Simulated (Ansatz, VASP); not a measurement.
**Os: VASP beside Ansatz**

The input INCAR:

```
SYSTEM = Os
PREC = Accurate
ENCUT = 520
EDIFF = 1E-7
ISMEAR = -1
SIGMA = 0.1
LREAL = .False.
LASPH = .True.
NELM = 60
ALGO = Normal
ISIF = 2
LWAVE = .False.
LCHARG = .False.
GGA = B5
ALDAX = 1.0
AGGAX = 1.0
AGGAC = 1.0
ALDAC = 0.0
NBANDS = 10
```

File KPOINTS:

```
Automatic mesh
0
Gamma
  14 14 14
  0 0 0
```

The input POSCAR:

```
Os
1.0
    2.5625371407      0.0000000000      0.0000000000
    0.0000000000      2.5625371407      0.0000000000
    0.0000000000      0.0000000000      2.5625371407
Os
1
Direct
    0.0000000000      0.0000000000      0.0000000000
```

Input for Ansatz:

```yaml
crystal:
  lattice:
    - [2.5625371407, 0.0, 0.0]
    - [0.0, 2.5625371407, 0.0]
    - [0.0, 0.0, 2.5625371407]
  atoms:
    - { symbol: Os, position: [0.0, 0.0, 0.0] }
hamiltonian:
  xc: blyp
  pseudopotentials:
    kind: paw
    azcp:
      Os: "pseudopotentials/Os.paw.azcp"
basis:
  ecutwfc: 420
  fft_grid_basis: typed
kpoints:
  mp_grid: { grid: [14, 14, 14], shift: [0, 0, 0] }
magnetization:
  spin_polarized: false
scf:
  occupations: { method: fermi_dirac, width: 0.1 }
  lower_state_search: "off"
output:
  stress: true
```

Alike in both runs: task single point; functional BLYP; k mesh 14 × 14 × 14; occupations fermi-dirac, width 0.1 eV; no spin polarisation.

|  | VASP | Ansatz |
| --- | --- | --- |
| version | VASP 6.6.1 | Ansatz 0.2.0 |
| potentials or method | VASP PAW PBE potentials, release 64 (Os), cutoff 520 eV | plane waves (420 eV) with PAW, scalar-relativistic |
| valence electrons in the cell | 8 | 16 |

```tsv
	VASP	Ansatz	Ansatz less VASP
pressure (GPa)	13.0	11.0	-2.04
```

VASP's potentials were made for PBE, not for BLYP. VASP's potentials hold 8 valence electrons a cell and Ansatz's 16, so a difference there can come from the potentials and not from the codes.

Spin-orbit coupling is off throughout.
